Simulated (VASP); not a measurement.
Input of a VASP 6.6.1 run:

File INCAR:

```
SYSTEM = Mn3Sn
PREC = Accurate
ENCUT = 520
EDIFF = 1E-6
ISMEAR = -1
SIGMA = 0.1
LREAL = .False.
LASPH = .True.
NELM = 150
ALGO = Normal
ISIF = 2
LWAVE = .False.
LCHARG = .False.
ISPIN = 2
MAGMOM = 3.47 3.47 3.47 3.47 3.47 3.47 -0.14 -0.14
LORBIT = 11
LMAXMIX = 4
GGA = PE
NBANDS = 67
```

File KPOINTS:

```
Automatic mesh
0
Gamma
  5 5 5
  0 0 0
```

POSCAR

```
Mn3Sn
1.0
    5.6699982500      0.0000000000      0.0000000000
   -2.8349991300      4.9103625200      0.0000000000
    0.0000000000      0.0000000000      4.5300000000
Mn Sn
6 2
Direct
    0.8330000000      0.6660000000      0.2500000000
    0.1670000000      0.8330000000      0.7500000000
    0.3340000000      0.1670000000      0.2500000000
    0.1670000000      0.3340000000      0.7500000000
    0.8330000000      0.1670000000      0.2500000000
    0.6660000000      0.8330000000      0.7500000000
    0.3333333300      0.6666666700      0.2500000000
    0.6666666700      0.3333333300      0.7500000000
```

Potentials or basis: VASP PAW PBE potentials, release 64 (Mn_pv, Sn_d).

Command:

```bash
$ cat potpaw_PBE.64/Mn_pv/POTCAR potpaw_PBE.64/Sn_d/POTCAR > POTCAR
$ mpirun -np 1 vasp_std > vasp.out
```

Predict the net moment.

18.94 μB per cell.

Estimate the largest force.

0.448 eV/Å.

Stress tensor (GPa, compression positive):
```
-3.73  0.00  0.00
 0.00 -3.73  0.00
 0.00  0.00 -1.53
```
